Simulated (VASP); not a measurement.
# CuO in VASP: further runs

The runs below take CuO through single point, relaxation of cell and atoms, with PBE.

Everything below comes from runs of VASP 6.6.1. Logs are shortened: lines on timing, memory, paths and dates and some standing lists are left out, and cuts for length are marked.

## (1) The cell of the first run

The typed cell holds 4 atoms: a = 2.945 Å, b = 2.946 Å, c = 5.157 Å, α = 89.90°, β = 89.90°, γ = 89.58°.

## (2) Single point, PBE

INCAR reads:

```
  PREC = Accurate
  ENCUT = 520
  EDIFF = 1E-7
  ISMEAR = 0
  SIGMA = 0.1
  LREAL = False
  LASPH = True
  NELM = 80
  ALGO = Normal
  ISIF = 2
  LWAVE = False
  LCHARG = True
  GGA = PE
  LELF = True
  LVHAR = True
  NBANDS = 25
```

KPOINTS reads:

```
Automatic mesh
0
Gamma
  6 6 4
```

POSCAR reads:

```
CuO
1.0
    2.9454059815     -0.0093117106     -0.0024812283
    0.0306560474      2.9454874815     -0.0024603959
    0.0133796645      0.0132228758      5.1566744156
Cu O
2 2
Direct
    0.5000000000      0.0000000000      0.5000000000
    0.0000000000      0.5000000000      0.0000000000
    0.0007274773      0.9992387560      0.2500046166
    0.9992725227      0.0007612440      0.7499953834
```

Potentials or basis: VASP PAW PBE potentials, release 64 (Cu, O).

The run is started by

```sh
$ cat potpaw_PBE.64/Cu/POTCAR potpaw_PBE.64/O/POTCAR > POTCAR
$ mpirun -np 1 vasp_std > vasp.out
```

OUTCAR:

```text
PREC = Accurate
   ENCUT = 520
   EDIFF = 1E-7
   ISMEAR = 0
   LREAL = False
   LASPH = True
   NELM = 80
   ISIF = 2
   GGA = PE

 ion  position               nearest neighbor table
   1  0.500  0.000  0.500-   3 1.96   4 1.96   4 1.96   3 1.96
   2  0.000  0.500  0.000-   4 1.96   3 1.96   4 1.96   3 1.96
   3  0.001  0.999  0.250-   1 1.96   2 1.96   1 1.96   2 1.96
   4  0.999  0.001  0.750-   1 1.96   2 1.96   1 1.96   2 1.96

  LATTYP: Found a base centered monoclinic cell.
 ALAT       =    21.0361386090
 B/A-ratio  =     0.1973030640
 C/A-ratio  =     0.2451357078
 COS(beta)  =    -0.9800527646

  Lattice vectors:

 A1 = (   2.9186466525,  -0.0357574622, -10.3158300595)
 A2 = (   0.0038967184,   2.9190417299, -10.3158092271)
 A3 = (   0.0133796645,   0.0132228758,   5.1566744156)

Analysis of symmetry for initial positions (statically):
=====================================================================
 Subroutine PRICEL returns:
 Original cell was already a primitive cell.

 Routine SETGRP: Setting up the symmetry group for a
 base centered monoclinic supercell.

 Subroutine GETGRP returns: Found  2 space group operations
 (whereof  2 operations were pure point group operations)
 out of a pool of  4 trial point group operations.

The static configuration has the point symmetry S_2 .

Analysis of symmetry for dynamics (positions and initial velocities):
=====================================================================
 Subroutine PRICEL returns:
 Original cell was already a primitive cell.

 Routine SETGRP: Setting up the symmetry group for a
 base centered monoclinic supercell.

 Subroutine GETGRP returns: Found  2 space group operations
 (whereof  2 operations were pure point group operations)
 out of a pool of  4 trial point group operations.

The dynamic configuration has the point symmetry S_2 .

 Subroutine INISYM returns: Found  2 space group operations
 (whereof  2 operations are pure point group operations),
 and found     1 'primitive' translations

----------------------------------------------------------------------------------------

                                     Primitive cell

  volume of cell :      44.7392

  direct lattice vectors                    reciprocal lattice vectors
     2.945405981 -0.009311711 -0.002481228     0.339499863 -0.003534175 -0.000871814
     0.030656047  2.945487481 -0.002460396     0.001072542  0.339490484 -0.000873313
     0.013379664  0.013222876  5.156674416     0.000163868  0.000160280  0.193922596

  length of vectors
     2.945421746  2.945648036  5.156708726     0.339519377  0.339493302  0.193922731

  position of ions in fractional coordinates (direct lattice)
     0.500000000  0.000000000  0.500000000
     1.000000000  0.500000000  0.000000000
     0.000727477  0.999238756  0.250004617
     0.999272523  0.000761244  0.749995383

  ion indices of the primitive-cell ions
   primitive index   ion index
                 1           1
                 2           2
                 3           3
                 4           4

----------------------------------------------------------------------------------------

 KPOINTS: Automatic mesh

Automatic generation of k-mesh.
 Grid dimensions read from file:
 generate k-points for:    6    6    4

 Generating k-lattice:

  Cartesian coordinates                     Fractional coordinates (reciprocal lattice)
     0.056583311 -0.000589029 -0.000145302     0.166666667 -0.000000000  0.000000000
     0.000178757  0.056581747 -0.000145552     0.000000000  0.166666667  0.000000000
     0.000040967  0.000040070  0.048480649     0.000000000  0.000000000  0.250000000

  Length of vectors
     0.056586563  0.056582217  0.048480683

  Shift w.r.t. Gamma in fractional coordinates (k-lattice)
     0.000000000  0.000000000  0.000000000

 Subroutine IBZKPT returns following result:
 ===========================================

 Found     76 irreducible k-points:

 Following reciprocal coordinates:
            Coordinates               Weight
  0.000000  0.000000  0.000000      1.000000
  0.166667 -0.000000  0.000000      2.000000
  0.333333 -0.000000  0.000000      2.000000
  0.500000 -0.000000  0.000000      1.000000
  0.000000  0.166667 -0.000000      2.000000
  0.166667  0.166667 -0.000000      2.000000
[... 16 lines left out ...]
  0.333333 -0.000000  0.250000      2.000000
  0.500000 -0.000000  0.250000      2.000000
 [... further k-points ...]
   k-points           NKPTS =     76   k-points in BZ     NKDIM =     76   number of bands    NBANDS=     25
   number of dos      NEDOS =    301   number of ions     NIONS =      4
   total plane-waves  NPLWV =  23040
   dimension x,y,z NGX =    24 NGY =   24 NGZ =   40
   dimension x,y,z NGXF=    48 NGYF=   48 NGZF=   80
   ions per type =               2   2
   NGX,Y,Z   is equivalent  to a cutoff of  13.55, 13.55, 12.90 a.u.
   NGXF,Y,Z  is equivalent  to a cutoff of  27.09, 27.09, 25.79 a.u.
 SYSTEM =  unknown system
   PREC   = accura    normal or accurate (medium, high low for compatibility)
   ISTART =      0    job   : 0-new  1-cont  2-samecut
   ICHARG =      2    charge: 1-file 2-atom 10-const
   ISPIN  =      1    spin polarized calculation?
   LNONCOLLINEAR =      F non collinear calculations
   LSORBIT =      F    spin-orbit coupling
   LASPH  =      T    aspherical Exc in radial PAW
   ENCUT  =  520.0 eV  38.22 Ry    6.18 a.u.   5.48  5.48  9.59*2*pi/ulx,y,z
   NELM   =     80;   NELMIN=  2; NELMDL= -5     # of ELM steps
   EDIFF  = 0.1E-06   stopping-criterion for ELM
   LREAL  =      F    real-space projection
   EDIFFG = 0.1E-05   stopping-criterion for IOM
   NSW    =      0    number of steps for IOM
   IBRION =     -1    ionic relax: 0-MD 1-quasi-New 2-CG
   NFREE  =      0    steps in history (QN), initial steepest desc. (CG)
   ISIF   =      2    stress and relaxation
   ISYM   =      2    0-nonsym 1-usesym 2-fastsym
   POTIM  = 0.5000    time-step for ionic-motion
   TEBEG  =    0.0;   TEEND  =   0.0 temperature during run
   PSTRESS=    0.0 pullay stress
   NELECT =      34.0000    total number of electrons
   NUPDOWN=      -1.0000    fix difference up-down
   EMIN   =  10.00;   EMAX   =-10.00  energy-range for DOS
   EFERMI =   0.00;   METHOD = LEGACY
   ISMEAR =     0;   SIGMA  =   0.10  broadening in eV -4-tet -1-fermi 0-gaus
   EFERMI_NEDOS =   21; number of points for ismear=-14 and -15
   IALGO  =     38    algorithm
   IMIX   =      4    mixing-type and parameters
     AMIX     =   0.40;   BMIX     =  1.00
     AMIX_MAG =   1.60;   BMIX_MAG =  1.00
  volume/ion in A,a.u.               =      11.18        75.48
  Fermi-wavevector in a.u.,A,eV,Ry     =   1.493958  2.823171 30.366987  2.231911
  Thomas-Fermi vector in A             =   2.606292
   LORBIT       =      0    0 simple, 1 ext, 2 COOP (PROOUT), +10 PAW based schemes
   GGA     = PE    functional components
   LHFCALC =     F    Hartree Fock is set to
   AEXX    =    0.0000 exact exchange contribution
   IVDW    =     0    specifies the selected vdW correction
   LEPSILON=     F    determine dielectric tensor
   LRPA    =     F    only Hartree local field effects (RPA)
 non-spin polarized calculation
 Gauss-broadening in eV      SIGMA  =   0.10
  energy-cutoff  :      520.00
  volume of cell :       44.74
 maximum number of plane-waves:      1225
 NGX is ok and might be reduce to    24
   NGX = 11   NGY = 11   NGZ = 19

 number of electron      34.0000017 magnetization

 Free energy of the ion-electron system (eV)
  ---------------------------------------------------
  ext. energy  EPLUGINS =         0.00000000
  ---------------------------------------------------
  free energy    TOTEN  =       -19.74596975 eV

  energy without entropy =      -19.73740310  energy(sigma->0) =      -19.74168642

 E-fermi :   4.7931     XC(G=0): -11.2639

 val. band max:        4.7833875850   @ k =  -0.1667   0.1667  -0.0000
 cond. band min:       4.7941468323   @ k =   0.1667   0.1667  -0.0000
 fundamental gap:      0.0107592473
 Fermi energy:         4.7931438596

 k-point     1 :       0.0000    0.0000    0.0000
  band No.  band energies     occupation
      1     -14.9432      2.00000
      2     -13.6540      2.00000
      3      -3.2396      2.00000
      4      -0.5927      2.00000
      5      -0.5778      2.00000
      6       1.0969      2.00000
[... 17 lines left out ...]
     24      19.2105      0.00000
     25      19.5175      0.00000

 k-point     2 :       0.1667   -0.0000    0.0000
  band No.  band energies     occupation
      1     -14.8087      2.00000
      2     -13.6135      2.00000
      3      -2.9987      2.00000
      4      -0.6935      2.00000
      5      -0.5166      2.00000
      6      -0.0827      2.00000
[... 17 lines left out ...]
     24      19.5545      0.00000
     25      19.5924      0.00000

 k-point     3 :       0.3333   -0.0000    0.0000
  band No.  band energies     occupation
      1     -14.5204      2.00000
      2     -13.5312      2.00000
      3      -2.4691      2.00000
      4      -1.5817      2.00000
      5      -0.7719      2.00000
      6      -0.3737      2.00000
[... 17 lines left out ...]
     24      18.5835      0.00000
     25      19.5632      0.00000

 k-point     4 :       0.5000   -0.0000    0.0000
  band No.  band energies     occupation
      1     -14.3656      2.00000
      2     -13.4895      2.00000
      3      -2.2229      2.00000
      4      -2.1545      2.00000
      5      -0.7040      2.00000
      6      -0.2985      2.00000
[... 17 lines left out ...]
     24      17.0646      0.00000
     25      19.3503      0.00000

 k-point     5 :       0.0000    0.1667   -0.0000
  band No.  band energies     occupation
      1     -14.8087      2.00000
      2     -13.6135      2.00000
      3      -2.9988      2.00000
      4      -0.6932      2.00000
      5      -0.5170      2.00000
      6      -0.0828      2.00000
[... 17 lines left out ...]
     24      19.5552      0.00000
     25      19.5938      0.00000

 k-point     6 :       0.1667    0.1667   -0.0000
  band No.  band energies     occupation
      1     -14.6777      2.00000
      2     -13.5762      2.00000
      3      -2.7569      2.00000
      4      -0.6612      2.00000
      5      -0.5646      2.00000
      6      -0.1826      2.00000
[... 17 lines left out ...]
     24      17.2389      0.00000
     25      19.9114      0.00000
[... 393 lines left out ...]
 k-point    21 :      -0.0000    0.0000    0.2500
  band No.  band energies     occupation
      1     -14.7829      2.00000
      2     -13.8788      2.00000
      3      -2.6505      2.00000
      4      -0.5720      2.00000
      5      -0.5611      2.00000
      6       0.6509      2.00000
[... 17 lines left out ...]
     24      19.4883      0.00000
     25      19.4907      0.00000

 k-point    22 :       0.1667   -0.0000    0.2500
  band No.  band energies     occupation
      1     -14.6591      2.00000
      2     -13.8180      2.00000
      3      -2.4799      2.00000
      4      -0.7383      2.00000
      5      -0.5370      2.00000
      6      -0.0116      2.00000
[... 17 lines left out ...]
     24      19.0562      0.00000
     25      19.7437      0.00000

 k-point    23 :       0.3333   -0.0000    0.2500
  band No.  band energies     occupation
      1     -14.4011      2.00000
      2     -13.6867      2.00000
      3      -2.1251      2.00000
      4      -1.4936      2.00000
      5      -0.7711      2.00000
      6      -0.4895      2.00000
[... 17 lines left out ...]
     24      19.1671      0.00000
     25      19.6907      0.00000

 k-point    24 :       0.5000   -0.0000    0.2500
  band No.  band energies     occupation
      1     -14.2684      2.00000
      2     -13.6134      2.00000
      3      -2.0901      2.00000
      4      -1.8955      2.00000
      5      -0.8450      2.00000
      6      -0.4720      2.00000
[... 17 lines left out ...]
     24      18.8983      0.00000
     25      19.5156      0.00000

 [... further k-points ...]

------------------------ aborting loop because EDIFF is reached ----------------------------------------

  FORCE on cell =-STRESS in cart. coord.  units (eV):
  Direction    XX          YY          ZZ          XY          YZ          ZX
  --------------------------------------------------------------------------------------
  -------------------------------------------------------------------------------------
  Total        0.1689709      0.1648430      0.2715214     -0.0125095     -0.0027415     -0.0037106
  in kB        6.0511002      5.9032727      9.7235858     -0.4479845     -0.0981762     -0.1328811
  external PRESSURE =       7.2259862 kB  Pullay stress =       0.0000000 kB

 VOLUME and BASIS-vectors are now :
 -----------------------------------------------------------------------------
  energy-cutoff  :      520.00
  volume of cell :       44.74
      direct lattice vectors                 reciprocal lattice vectors
     2.945405981 -0.009311711 -0.002481228     0.339499863 -0.003534175 -0.000871814
     0.030656047  2.945487481 -0.002460396     0.001072542  0.339490484 -0.000873313
     0.013379664  0.013222876  5.156674416     0.000163868  0.000160280  0.193922596

 POSITION                                       TOTAL-FORCE (eV/Angst)
 -----------------------------------------------------------------------------------
      1.47939      0.00196      2.57710        -0.000000      0.000000      0.000000
      0.01533      1.47274     -0.00123         0.000000     -0.000000      0.000000
      0.03612      2.94654      1.28673        -0.001547      0.002021     -0.000494
      2.95332      0.00285      3.86500         0.001547     -0.002021      0.000494
 -----------------------------------------------------------------------------------
    total drift:                                0.000000      0.000000     -0.000000

  FREE ENERGIE OF THE ION-ELECTRON SYSTEM (eV)
  ---------------------------------------------------
  free  energy   TOTEN  =       -19.7459697451 eV

  energy  without entropy=      -19.7374030963  energy(sigma->0) =      -19.74168642
```

Run time: 50 s. Hardware: 1 thread of AMD EPYC 9R45 (Zen 5), shared host; peak memory 0.17 GiB.

Results:

```
Free energy            : -19.7460 eV
Pressure               : 0.7 GPa
Band gap on the k mesh : zero (bands 17 and 18 overlap by 1.18 eV)
```

Forces in eV/Å, atoms in the order of the input:
```
Cu   0.000  0.000  0.000
Cu   0.000  0.000  0.000
O   -0.002  0.002  0.000
O    0.002 -0.002  0.000
```

Levels at points of the mesh, in eV from the Fermi level:
| k point | band 14 | band 15 | band 16 | band 17 | band 18 | band 19 | band 20 | band 21 |
| --- | --- | --- | --- | --- | --- | --- | --- | --- |
| (0.00, 0.00, 0.00) | -2.38 | -2.29 | -1.91 | 0.64 | 0.66 | 1.37 | 6.08 | 7.24 |
| (0.50, 0.00, 0.00) | -1.89 | -1.58 | -1.50 | 0.19 | 0.45 | 3.72 | 5.82 | 6.41 |
| (0.00, 0.50, 0.00) | -1.89 | -1.58 | -1.50 | 0.19 | 0.45 | 3.72 | 5.82 | 6.41 |
| (0.50, 0.50, 0.00) | -2.36 | -1.63 | -1.22 | -1.21 | 1.09 | 2.16 | 7.18 | 9.71 |
| (0.00, 0.00, 0.50) | -2.28 | -1.56 | -1.56 | 0.09 | 0.09 | 3.44 | 3.44 | 11.58 |
| (0.50, 0.00, 0.50) | -2.35 | -2.02 | -1.83 | -0.20 | 0.65 | 4.32 | 5.83 | 8.24 |
| (0.00, 0.50, 0.50) | -2.35 | -2.02 | -1.83 | -0.20 | 0.65 | 4.32 | 5.83 | 8.24 |
| (0.50, 0.50, 0.50) | -1.90 | -1.43 | -1.43 | -0.54 | -0.53 | 4.01 | 4.01 | 10.37 |

Caveat: semilocal functionals often make such compounds metallic where correlation or magnetic order opens a gap, which also shifts bond lengths.

## (3) Single point, PBE

INCAR reads:

```
SYSTEM = CuO
PREC = Accurate
ENCUT = 520
EDIFF = 1E-6
ISMEAR = 0
SIGMA = 0.1
LREAL = .False.
LASPH = .True.
NELM = 80
ALGO = Normal
ISIF = 2
LWAVE = .False.
LCHARG = .False.
GGA = PE
NBANDS = 25
```

KPOINTS reads:

```
regular mesh
0
Gamma
  16 16 10
  0 0 0
```

POSCAR reads:

```
CuO
1.0
    2.9488520032      0.0000000000      0.0000000000
    0.0000000000      2.9488520032      0.0000000000
    0.0000000000      0.0000000000      5.1507003635
Cu O
2 2
Direct
    0.5000000000      0.0000000000      0.5000000000
    0.0000000000      0.5000000000      0.0000000000
    0.0000000000      0.0000000000      0.2500000000
    0.0000000000      0.0000000000      0.7500000000
```

Potentials or basis: VASP PAW PBE potentials, release 64 (Cu, O).

The run is started by

```sh
$ cat potpaw_PBE.64/Cu/POTCAR potpaw_PBE.64/O/POTCAR > POTCAR
$ mpirun -np 1 vasp_std > vasp.out
```

Wall time 2.8 min (1 thread of AMD EPYC 9R45 (Zen 5), shared host); peak memory 0.32 GiB.

The run converged. Its results:

```yaml
Free_energy: -19.7373 eV
Pressure: 0.7 GPa
Band_gap_on_the_k_mesh: zero (bands 17 and 18 overlap by 1.18 eV)
```

Stress tensor (GPa, compression positive):
```
0.57 0.00 0.00
0.00 0.57 0.00
0.00 0.00 0.95
```

Levels at points of the mesh, in eV from the Fermi level:
```
           k point  band 14  band 15  band 16  band 17  band 18  band 19  band 20  band 21
(0.00, 0.00, 0.00)    -2.37    -2.28    -1.90     0.66     0.66     1.38     6.08     7.25
(0.50, 0.00, 0.00)    -1.88    -1.58    -1.50     0.20     0.46     3.74     5.82     6.41
(0.50, 0.50, 0.00)    -2.35    -1.62    -1.21    -1.21     1.10     2.16     7.20     9.77
(0.00, 0.00, 0.50)    -2.26    -1.55    -1.55     0.10     0.10     3.44     3.44    11.60
(0.50, 0.00, 0.50)    -2.34    -2.02    -1.82    -0.19     0.66     4.33     5.84     8.25
(0.50, 0.50, 0.50)    -1.89    -1.43    -1.43    -0.53    -0.53     4.01     4.01    10.36
```

Caveat: semilocal functionals often make such compounds metallic where correlation or magnetic order opens a gap, which also shifts bond lengths. With open d or f shells a metallic result of PBE can be an artefact of self-interaction; +U or a hybrid may open a gap.

(Continued in part 2 of 2.)
